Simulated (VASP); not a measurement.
Rb2ClF: single point with r2SCAN

Crystal: Rb2ClF.

```
CELL_PARAMETERS angstrom
2.14755 1.23989 7.13338
-2.14755 1.23989 7.13338
0.00000 -2.47978 7.13338
ATOMIC_POSITIONS crystal
F 0.00000 0.00000 0.00000
Cl 0.50000 0.50000 0.50000
Rb 0.26339 0.26339 0.26339
Rb 0.73661 0.73661 0.73661
```

```json
{
 "Program": "VASP 6.6.1",
 "Task": "single point",
 "Functional": "r2SCAN",
 "Potentials or basis": "VASP PAW PBE potentials, release 64 (F, Cl, Rb_sv)",
 "Cutoff": "520 eV",
 "k mesh": "8 × 8 × 8",
 "Occupations": "gaussian, width 0.01 eV",
 "Spin": "no spin polarisation"
}
```

```json
{"Pressure": "0.0 GPa", "Largest force": "0.005 eV/Å", "Band gap on the k mesh": "5.49 eV"}
```

Forces on the atoms (eV/Å):
```
F    0.000  0.000  0.000
Cl   0.000  0.000  0.000
Rb   0.000  0.000 -0.005
Rb   0.000  0.000  0.005
```

Levels at points of the mesh, in eV from the valence-band top:
```csv
k point,band 13,band 14,band 15,band 16,band 17,band 18,band 19,band 20
"(0.00, 0.00, 0.00)",-1.09,-0.40,0.00,0.00,5.49,7.93,8.36,9.08
"(0.50, 0.00, 0.00)",-0.92,-0.69,-0.44,-0.16,7.36,7.83,8.33,9.25
"(0.50, 0.50, 0.00)",-0.95,-0.56,-0.38,-0.14,6.77,8.09,8.90,9.08
"(0.50, 0.50, 0.50)",-1.07,-0.66,-0.03,-0.03,6.76,6.91,7.73,9.79
```

It took 15 min on 1 thread of Intel(R) Xeon(R) 6975P-C (Granite Rapids), with other jobs on the host, peak memory 0.57 GiB.

Caveat: the PAW data sets were made with another functional, which shifts forces and pressure a little. A k mesh can miss the band edges.
